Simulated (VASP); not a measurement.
# MnO (P6_3mc) in VASP: notebook, part 2 of 2

VASP 6.6.1. The steps go on from the part before.

### Step 3. Single point, PBEsol, collinear spin, ferromagnetic start

File INCAR:

```
SYSTEM = MnO
ALGO     = Normal         ! electronic algorithm
EDIFF    = 1E-6           ! SCF threshold, eV
ENCUT    = 520            ! plane-wave cutoff, eV
GGA      = PS             ! functional
ISIF     = 2              ! what is computed and relaxed
ISMEAR   = -1             ! smearing method
ISPIN    = 2              ! spin polarisation
LASPH    = .TRUE.         ! aspherical terms in the spheres
LCHARG   = .FALSE.        ! write CHGCAR
LMAXMIX  = 4              ! l up to which the mixer works
LORBIT   = 11             ! projections on sites
LREAL    = .FALSE.        ! projectors in reciprocal space
LWAVE    = .FALSE.        ! write WAVECAR
MAGMOM   = 4 4 0 0        ! initial moments
NBANDS   = 31             ! bands
NELM     = 150            ! most SCF steps
PREC     = Accurate       ! precision mode
SIGMA    = 0.05           ! smearing width, eV
```

File KPOINTS:

```
k-points
0
G
  8 8 5
  0 0 0
```

File POSCAR:

```
MnO
1.0
    3.3717000000      0.0000000000      0.0000000000
   -1.6858500000      2.9199778539      0.0000000000
    0.0000000000      0.0000000000      5.3855000000
Mn O
2 2
Direct
    0.6666666667      0.3333333333      0.5109600000
    0.3333333333      0.6666666667      0.0109600000
    0.6666666667      0.3333333333      0.8754700000
    0.3333333333      0.6666666667      0.3754700000
```

Potentials or basis: VASP PAW PBE potentials, release 64 (Mn_pv, O).

Started as:

```console
$ cat potpaw_PBE.64/Mn_pv/POTCAR potpaw_PBE.64/O/POTCAR > POTCAR
$ mpirun -np 1 vasp_std > vasp.out
```

OUTCAR:

```text
SYSTEM = MnO
   EDIFF = 1E-6
   ENCUT = 520
   GGA = PS
   ISIF = 2
   ISMEAR = -1
   ISPIN = 2
   LASPH = .TRUE.
   LORBIT = 11
   LREAL = .FALSE.
   NELM = 150
   PREC = Accurate

 ion  position               nearest neighbor table
   1  0.667  0.333  0.511-   3 1.96   4 2.08   4 2.08   4 2.08
   2  0.333  0.667  0.011-   4 1.96   3 2.08   3 2.08   3 2.08
   3  0.667  0.333  0.875-   1 1.96   2 2.08   2 2.08   2 2.08
   4  0.333  0.667  0.375-   2 1.96   1 2.08   1 2.08   1 2.08

  LATTYP: Found a hexagonal cell.
 ALAT       =     3.3717000000
 C/A-ratio  =     1.5972654744

  Lattice vectors:

 A1 = (   3.3717000000,   0.0000000000,   0.0000000000)
[... 1863 lines left out ...]
    -1.685850000  2.919977854  0.000000000     0.000000000  0.342468351  0.000000000
     0.000000000  0.000000000  5.385500000     0.000000000  0.000000000  0.185683781

 POSITION                                       TOTAL-FORCE (eV/Angst)
 -----------------------------------------------------------------------------------
      1.68585      0.97333      2.75178         0.000000      0.000000     -0.612090
     -0.00000      1.94665      0.05903        -0.000000     -0.000000     -0.612090
      1.68585      0.97333      4.71484         0.000000      0.000000      0.612090
     -0.00000      1.94665      2.02209        -0.000000     -0.000000      0.612090
 -----------------------------------------------------------------------------------
    total drift:                               -0.000000     -0.000000      0.001719

  FREE ENERGIE OF THE ION-ELECTRON SYSTEM (eV)
  ---------------------------------------------------
  free  energy   TOTEN  =       -34.2637946767 eV

  energy  without entropy=      -34.2603727046  energy(sigma->0) =      -34.26208369

 total charge

# of ion       s       p       d       tot
------------------------------------------
    1        0.245   6.235   4.952  11.432
    2        0.245   6.235   4.952  11.432
    3        1.551   3.442   0.000   4.993
    4        1.551   3.442   0.000   4.993
--------------------------------------------------
tot          3.591  19.353   9.905  32.849

 magnetization (x)

# of ion       s       p       d       tot
------------------------------------------
    1        0.037   0.063   4.299   4.400
    2        0.037   0.063   4.299   4.400
    3        0.019   0.181   0.000   0.200
    4        0.019   0.181   0.000   0.200
--------------------------------------------------
tot          0.114   0.488   8.598   9.200
```

OSZICAR:

```text
N       E                     dE             d eps       ncg     rms          rms(c)
DAV:   1     0.446930173212E+03    0.44693E+03   -0.21088E+04  3720   0.144E+03
DAV:   2    -0.209167845543E+01   -0.44902E+03   -0.41993E+03  3832   0.433E+02
DAV:   3    -0.388019006886E+02   -0.36710E+02   -0.35813E+02  4231   0.133E+02
DAV:   4    -0.393933337053E+02   -0.59143E+00   -0.59080E+00  4000   0.180E+01
DAV:   5    -0.393993544467E+02   -0.60207E-02   -0.60206E-02  4238   0.191E+00    0.219E+01
DAV:   6    -0.352069882586E+02    0.41924E+01   -0.29423E+01  4473   0.518E+01    0.210E+01
DAV:   7    -0.342561388932E+02    0.95085E+00   -0.40479E+00  3772   0.272E+01    0.130E+01
DAV:   8    -0.342901108274E+02   -0.33972E-01   -0.58639E-01  4112   0.447E+00    0.763E+00
DAV:   9    -0.342508621562E+02    0.39249E-01   -0.14707E-01  3832   0.334E+00    0.220E+00
DAV:  10    -0.342584604556E+02   -0.75983E-02   -0.40383E-02  3976   0.188E+00    0.102E+00
DAV:  11    -0.342631002971E+02   -0.46398E-02   -0.66573E-03  4007   0.830E-01    0.337E-01
DAV:  12    -0.342637462802E+02   -0.64598E-03   -0.52543E-04  4558   0.243E-01    0.663E-02
DAV:  13    -0.342637688859E+02   -0.22606E-04   -0.11472E-04  3986   0.700E-02    0.608E-02
DAV:  14    -0.342637938259E+02   -0.24940E-04   -0.66304E-05  3958   0.524E-02    0.239E-02
DAV:  15    -0.342637946767E+02   -0.85081E-06   -0.61123E-06  3774   0.185E-02
   1 F= -.34263795E+02 E0= -.34262084E+02  d E =-.342197E-02  mag=     9.9869
```

stdout:

```text
POSCAR found type information on POSCAR MnO
 POSCAR found :  2 types and       4 ions
 scaLAPACK will be used
 -----------------------------------------------------------------------------
|                                                                             |
|                                                                             |
|     You enforced a specific xc type in the INCAR file but a different       |
|     I HOPE YOU KNOW WHAT YOU ARE DOING!                                     |
|                                                                             |
 -----------------------------------------------------------------------------

 LDA part: xc-table for (Slater+PW92), standard interpolation
 POSCAR, INCAR and KPOINTS ok, starting setup
 FFT: planning ... GRIDC
 FFT: planning ... GRID_SOFT
 FFT: planning ... GRID
 WAVECAR not read
 entering main loop
```

Run time: 1.7 min. Hardware: 1 thread of Intel Xeon 8259CL, shared host; peak memory 0.23 GiB.

What came out:

```
Free energy                                           : -34.2638 eV
Pressure                                              : 1.2 GPa
Largest force                                         : 0.612 eV/Å
Band gap on the k mesh                                : zero (filled and empty bands overlap)
Net moment                                            : 9.99 μB per cell
Site moments                                          : Mn +4.40; O +0.20 μB
Valence electrons inside the program's atomic spheres : Mn 11.43; O 4.99
```

Forces on the atoms (eV/Å):
```
Mn   0.000  0.000 -0.612
Mn   0.000  0.000 -0.612
O    0.000  0.000  0.612
O    0.000  0.000  0.612
```

Stress tensor (GPa, compression positive):
```
-1.35  0.00  0.00
 0.00 -1.35  0.00
 0.00  0.00  6.15
```

Levels at points of the mesh, in eV from the Fermi level:
Spin up:
```tsv
k point	band 22	band 23	band 24	band 25	band 26	band 27
(0.00, 0.00, 0.00)	-1.07	0.00	0.00	0.06	3.59	5.51
(0.50, 0.00, 0.00)	-1.90	-0.87	-0.73	3.79	4.18	5.73
```
Spin down:
```tsv
k point	band 10	band 11	band 12	band 13	band 14	band 15	band 16	band 17	band 18	band 19
(0.00, 0.00, 0.00)	-5.12	-4.95	-4.95	-4.74	-4.74	-0.16	0.91	0.91	1.05	1.69
(0.50, 0.00, 0.00)	-5.97	-5.37	-4.94	-4.86	-4.67	0.36	0.40	1.20	1.47	1.52
```

Caveat: the PAW data sets were made with another functional, which shifts forces and pressure a little; semilocal functionals often make such compounds metallic where correlation or magnetic order opens a gap, which also shifts bond lengths; only a ferromagnetic start was run, and an antiferromagnetic order may lie lower in energy.

### Step 4. Single point, PBEsol, collinear spin, ferromagnetic start

File INCAR:

```
SYSTEM = MnO
  PREC = Accurate
  ENCUT = 520
  EDIFF = 1E-6
  ISMEAR = -1
  SIGMA = 0.05
  LREAL = .False.
  LASPH = .True.
  NELM = 150
  ALGO = Normal
  ISIF = 2
  LWAVE = .False.
  LCHARG = .False.
  ISPIN = 2
  MAGMOM = 4 4 0 0
  LORBIT = 11
  LMAXMIX = 4
  GGA = PS
  NBANDS = 31
```

File KPOINTS:

```
Automatic mesh
0
Gamma
  10 10 6
  0 0 0
```

POSCAR is that of step 3.

Started as:

```console
$ cat potpaw_PBE.64/Mn_pv/POTCAR potpaw_PBE.64/O/POTCAR > POTCAR
$ mpirun -np 1 vasp_std > vasp.out
```

It took 3 min on 1 thread of Intel Xeon 8259CL, shared host; peak memory 0.28 GiB.

Results (log left out):

| Quantity | Value |
| --- | --- |
| Free energy | -34.2630 eV |
| Pressure | 1.2 GPa |
| Largest force | 0.612 eV/Å |
| Band gap on the k mesh | zero (filled and empty bands overlap) |
| Net moment | 9.99 μB per cell |
| Site moments | Mn +4.40; O +0.20 μB |
| Valence electrons inside the program's atomic spheres | Mn 11.43; O 4.99 |

Forces in eV/Å, atoms in the order of the input:
```
Mn   0.000  0.000 -0.612
Mn   0.000  0.000 -0.612
O    0.000  0.000  0.612
O    0.000  0.000  0.612
```

Stress tensor (GPa, compression positive):
```
-1.34  0.00  0.00
 0.00 -1.34  0.00
 0.00  0.00  6.17
```

Levels at points of the mesh, in eV from the Fermi level:
Spin up:
| k point | band 20 | band 21 | band 22 | band 23 | band 24 | band 25 | band 26 | band 27 | band 28 | band 29 |
| --- | --- | --- | --- | --- | --- | --- | --- | --- | --- | --- |
| (0.00, 0.00, 0.00) | -1.60 | -1.08 | -1.08 | 0.00 | 0.00 | 0.06 | 3.58 | 5.50 | 11.41 | 11.41 |
| (0.50, 0.00, 0.00) | -2.48 | -2.10 | -1.91 | -0.88 | -0.74 | 3.79 | 4.18 | 5.72 | 7.48 | 9.08 |
| (0.00, 0.00, 0.50) | -1.49 | -0.56 | -0.56 | -0.56 | -0.56 | 1.13 | 1.13 | 8.28 | 8.28 | 11.51 |
| (0.50, 0.00, 0.50) | -2.42 | -1.32 | -1.32 | -1.24 | -1.24 | 3.75 | 3.75 | 6.04 | 6.04 | 10.38 |
Spin down:
| k point | band 12 | band 13 | band 14 | band 15 | band 16 | band 17 |
| --- | --- | --- | --- | --- | --- | --- |
| (0.00, 0.00, 0.00) | -4.96 | -4.75 | -4.75 | -0.17 | 0.90 | 0.90 |
| (0.50, 0.00, 0.00) | -4.94 | -4.86 | -4.68 | 0.35 | 0.39 | 1.19 |
| (0.00, 0.00, 0.50) | -4.87 | -4.87 | -4.87 | 1.38 | 1.38 | 1.38 |
| (0.50, 0.00, 0.50) | -4.96 | -4.78 | -4.78 | 0.86 | 0.86 | 1.47 |

Caveat: the PAW data sets were made with another functional, which shifts forces and pressure a little; semilocal functionals often make such compounds metallic where correlation or magnetic order opens a gap, which also shifts bond lengths; only a ferromagnetic start was run, and an antiferromagnetic order may lie lower in energy. With open d or f shells a metallic result of PBEsol can be an artefact of self-interaction; +U or a hybrid may open a gap.

### Step 5. The runs side by side

```tsv
level	potentials or basis	k mesh	smearing	gap on the mesh (eV)	pressure (GPa)	moment (μB)	largest force (eV/Å)
LDA	VASP PAW LDA potentials, release 64 (Mn_pv, O)	8 × 8 × 4	methfessel-paxton 0.01 eV	none	-5.0	9.82	0.55
PBEsol	VASP PAW PBE potentials, release 64 (Mn_pv, O)	8 × 8 × 5	fermi-dirac 0.05 eV	none	1.2	9.99	0.61
PBEsol	VASP PAW PBE potentials, release 64 (Mn_pv, O)	10 × 10 × 6	fermi-dirac 0.05 eV	none	1.2	9.99	0.61
```

Alike in all rows: task single point; spin collinear, ferromagnetic start; cell as given; cutoff (eV) 520.

Caveats: semilocal functionals often make such compounds metallic where correlation or magnetic order opens a gap, which also shifts bond lengths; only a ferromagnetic start was run, and an antiferromagnetic order may lie lower in energy; the PAW data sets were made with another functional, which shifts forces and pressure a little (at least some runs); the cell stands under tension (at least some runs).

Absolute energies hang on the potentials; compare differences alone.
